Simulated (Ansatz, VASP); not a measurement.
# One calculation of SnO, two programs

```xyz
4
Lattice="3.7684 0.0000 0.0000 0.0000 3.7684 0.0000 0.0000 0.0000 4.6608" Properties=species:S:1:pos:R:3 pbc="T T T"
Sn    1.8842    0.0000    1.1440
Sn    0.0000    1.8842    3.5169
O     0.0000    0.0000    0.0000
O     1.8842    1.8842    0.0000
```

Alike in both runs: functional LDA; k mesh 12 × 12 × 10; occupations gaussian, width 0.1 eV; no spin polarisation.

Ansatz relaxed the structure, and its values are those at the end. VASP's run is a single point on that final structure, the one shown.

|  | VASP | Ansatz |
| --- | --- | --- |
| version | VASP 6.6.1 | Ansatz 0.2.0 |
| potentials or method | VASP PAW LDA potentials, release 64 (Sn_d, O), cutoff 520 eV | scalar-relativistic, plane waves, PAW |
| valence electrons in the cell | 40 | 40 |

```tsv
	VASP	Ansatz	Ansatz less VASP
gap on the k mesh at the Fermi level (eV)	none	none	-
pressure (GPa)	0.3	0.0	-0.35
rms of the force components (eV/Å)	0.048	0.002	-0.0467
```

LDA's correlation is that of Perdew and Zunger in VASP and of Perdew and Wang (1992) in Ansatz. A gap of «none» marks a metal or a gap that the smearing closes.
